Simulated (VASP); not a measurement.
Here is a VASP 6.6.1 calculation.

The input INCAR:

```
SYSTEM = Al2H
  PREC = Accurate
  ENCUT = 500
  EDIFF = 1E-6
  ISMEAR = 0
  SIGMA = 0.2
  LREAL = .FALSE.
  LASPH = .TRUE.
  NELM = 120
  ALGO = Normal
  ISIF = 2
  LWAVE = .FALSE.
  LCHARG = .FALSE.
  GGA = PE
  NBANDS = 10
  GGA_COMPAT = .FALSE.
```

KPOINTS

```
Automatic mesh
0
G
  6 6 5
  0 0 0
```

File POSCAR:

```
Al2H
1.0
    2.6823918252     -2.6995116858      0.0000000000
    2.6823918252      2.6995116858      0.0000000000
    0.0000000000      0.0000000000      3.4706663918
Al H
2 1
Direct
    0.5000000000      0.5000000000      0.5000000000
    0.0000000000      0.0000000000      0.5000000000
    0.5000000000      0.5000000000      0.0000000000
```

Potentials or basis: VASP PAW PBE potentials, release 64 (Al, H).

Run with:

```sh
$ cat potpaw_PBE.64/Al/POTCAR potpaw_PBE.64/H/POTCAR > POTCAR
$ mpirun -np 1 vasp_std > vasp.out
```

Task: Predict the pressure.

Result: 0.1 GPa.

Stress tensor (GPa, compression positive):
```
 0.72  0.00  0.00
 0.00  0.08  0.00
 0.00  0.00 -0.35
```

Caveat: the k points lie up to 0.36 Å⁻¹ apart.
